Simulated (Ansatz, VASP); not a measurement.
Ni in VASP and in Ansatz

File INCAR:

```
SYSTEM = Ni
PREC = Accurate
ENCUT = 520
EDIFF = 1E-6
ISMEAR = 0
SIGMA = 0.15
LREAL = .FALSE.
LASPH = .TRUE.
NELM = 150
ALGO = Normal
ISIF = 2
LWAVE = .FALSE.
LCHARG = .FALSE.
ISPIN = 2
MAGMOM = 0.73 0.73
LORBIT = 11
LMAXMIX = 4
GGA = PS
NBANDS = 21
```

Contents of KPOINTS:

```
Automatic mesh
0
G
  24 24 18
  0 0 0
```

Contents of POSCAR:

```
Ni
1.0
    0.0000000000     -1.7315750128     -1.7315750128
    0.0000000000      1.7315750128     -1.7315750128
    3.4631500256      0.0000000000      0.0000000000
Ni
2
Direct
    0.5000000000      0.5000000000      0.4566868317
    0.0000000000      0.0000000000      0.0433131683
```

Input for Ansatz:

```yaml
crystal:
  lattice:
    - [0.0, -1.7315750128, -1.7315750128]
    - [0.0, 1.7315750128, -1.7315750128]
    - [3.4631500256, 0.0, 0.0]
  atoms:
    - { symbol: Ni, position: [0.5, 0.5, 0.4566868317], spin: 0.73 }
    - { symbol: Ni, position: [0.0, 0.0, 0.0433131683], spin: 0.73 }
basis:
  ecutwfc: 420
kpoints:
  mp_grid: { grid: [24, 24, 18] }
hamiltonian:
  xc: pbesol
scf:
  occupations: { method: gaussian, width: 0.15 }
output:
  forces: true
  stress: true
  eigenvalues: true
  populations: true
magnetization:
  spin_polarized: true
```

Change from the starting cell: mode 6 (303.5 1/cm) frozen in, largest displacement -0.150 Å.

Alike in both runs: task single point; functional PBEsol; k mesh 24 × 24 × 18; occupations gaussian, width 0.15 eV; collinear spin.

|  | VASP | Ansatz |
| --- | --- | --- |
| version | VASP 6.6.1 | Ansatz 0.2.0 |
| potentials or method | VASP PAW PBE potentials, release 64 (Ni), cutoff 520 eV | scalar-relativistic, plane waves, PAW |
| valence electrons in the cell | 20 | 36 |

```tsv
	VASP	Ansatz	Ansatz less VASP
gap on the k mesh at the Fermi level (eV)	none	none	-
pressure (GPa)	13.3	13.6	+0.24
traceless stress, the component that is largest in VASP (GPa)	-1.91	-1.88	+0.029
rms of the force components (eV/Å)	1.831	1.850	+0.0193
net moment per atom (μB)	0.61	0.62	+0.012
size of the moment on the site where the two differ most (μB)	0.61	0.66	+0.045
```

VASP's potentials were made for PBE, not for PBEsol. Site moments also hang on the region over which each program counts them. Atom by atom the forces differ by 0.019 eV/Å (rms over components). A gap of «none» marks a metal or a gap that the smearing closes. VASP's potentials hold 20 valence electrons a cell and Ansatz's 36, so a difference there can come from the potentials and not from the codes.
